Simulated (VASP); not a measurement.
Input of a VASP 6.6.1 run:

The input INCAR:

```
ALGO = Normal ; EDIFF = 1E-6
ENCUT = 520 ; GGA_COMPAT = False
ISIF = 2 ; ISMEAR = -1
LASPH = True ; LCHARG = False
LORBIT = 11 ; LORBMOM = True
LREAL = False ; LSORBIT = True
LWAVE = False ; MAGMOM = 0 0 0 0 0 0
NBANDS = 29 ; NELM = 150
PREC = Accurate ; SIGMA = 0.1
```

Contents of KPOINTS:

```
k-points
0
Gamma
  7 7 5
```

The input POSCAR:

```
CaBr
1.0
    3.9170223818      0.0000000000      0.0000000000
   -1.9585111909      3.3922408898      0.0000000000
    0.0000000000      0.0000000000      4.3410340000
Br Ca
1 1
Direct
    0.3333333333      0.6666666667      0.5000000000
    0.0000000000      0.0000000000      0.0000000000
```

Potentials or basis: VASP PAW LDA potentials, release 64 (Br, Ca_sv).

Run with:

```console
$ cat potpaw_LDA.64/Br/POTCAR potpaw_LDA.64/Ca_sv/POTCAR > POTCAR
$ mpirun -np 1 vasp_ncl > vasp.out
```

Q: What does it give for the pressure?

A: -3.1 GPa.

Q: Estimate the net moment.

A: 0.00 μB per cell.

Moments on the atoms (μB; x, y, z):
```
Br  0.00 0.00 0.00
Ca  0.00 0.00 0.00
```
